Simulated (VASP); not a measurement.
Wanted: the native input for a VASP 6.6.1 run.

| Quantity | Value |
| --- | --- |
| Task | single point |
| Functional | RPBE |
| Potentials or basis | VASP PAW PBE potentials, release 64 (Pd) |
| Cutoff | 520 eV |
| k mesh | 15 × 15 × 8 |
| Occupations | fermi-dirac, width 0.05 eV |
| Spin | collinear spin |
| Starting moments | [0.368, 0.368] μB |
| Dipole correction | no |
| Further INCAR settings | ALGO = Normal; EDIFF = 1e-07; NBANDS = 21 |

The structure of Pd lies in POSCAR:

```
Pd
1.0
    2.8022647481      0.0000000000      0.0000000000
   -1.4011323741      2.4268324600      0.0000000000
    0.0000000000      0.0000000000      4.6723306437
Pd
2
Direct
    0.3333333333      0.6666666667      0.2500000000
    0.6666666667      0.3333333333      0.7500000000
```

This isn't the form of Pd at room conditions, which is fcc.

The input as run:

INCAR

```
  PREC = Accurate
  ENCUT = 520
  EDIFF = 1E-7
  ISMEAR = -1
  SIGMA = 0.05
  LREAL = False
  LASPH = True
  NELM = 150
  ALGO = Normal
  ISIF = 2
  LWAVE = False
  LCHARG = False
  ISPIN = 2
  MAGMOM = 0.368 0.368
  LORBIT = 11
  LMAXMIX = 4
  GGA = RP
  NBANDS = 21
```

KPOINTS

```
regular mesh
0
Gamma
  15 15 8
```

Potentials or basis: VASP PAW PBE potentials, release 64 (Pd).

Command:

```sh
$ cat potpaw_PBE.64/Pd/POTCAR > POTCAR
$ mpirun -np 1 vasp_std > vasp.out
```

Results of the run:

| Quantity | Value |
| --- | --- |
| Pressure | -0.3 GPa |
| Net moment | 0.73 μB per cell |
| Site moments | Pd +0.37 μB |
| Valence electrons inside the program's atomic spheres | Pd 9.31 |

Caveat: the PAW data sets were made with another functional, which shifts forces and pressure a little.

Wall time 55 s on 1 thread of Intel(R) Xeon(R) 6975P-C (Granite Rapids), with other jobs on the host, peak memory 0.26 GiB.
